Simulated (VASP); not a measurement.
A run of VASP 6.6.1:

File INCAR:

```
SYSTEM = CaO
PREC = Accurate
ENCUT = 520
EDIFF = 1E-7
ISMEAR = -1
SIGMA = 0.03
LREAL = .FALSE.
LASPH = .TRUE.
NELM = 60
ALGO = Normal
ISIF = 2
LWAVE = .FALSE.
LCHARG = .TRUE.
GGA = PE
LELF = .TRUE.
LVHAR = .TRUE.
NBANDS = 15
```

KPOINTS

```
regular mesh
0
G
  9 9 9
  0 0 0
```

Contents of POSCAR:

```
CaO
1.0
    0.0000000000      2.4074835050      2.4074835050
    2.4074835050      0.0000000000      2.4074835050
    2.4074835050      2.4074835050      0.0000000000
Ca O
1 1
Direct
    0.0000000000      0.0000000000      0.0000000000
    0.5000000000      0.5000000000      0.5000000000
```

Potentials or basis: VASP PAW PBE potentials, release 64 (Ca_sv, O).

Launch:

```console
$ cat potpaw_PBE.64/Ca_sv/POTCAR potpaw_PBE.64/O/POTCAR > POTCAR
$ mpirun -np 1 vasp_std > vasp.out
```

Hardware: 1 thread of Intel(R) Xeon(R) Platinum 8488C (Sapphire Rapids), with other jobs on the host.

Q: Estimate the wall time of this run.

A: It took 13 s on 1 thread of Intel(R) Xeon(R) Platinum 8488C (Sapphire Rapids), on a shared host, peak memory 0.16 GiB. Counts: scf iterations 14, k points 35.
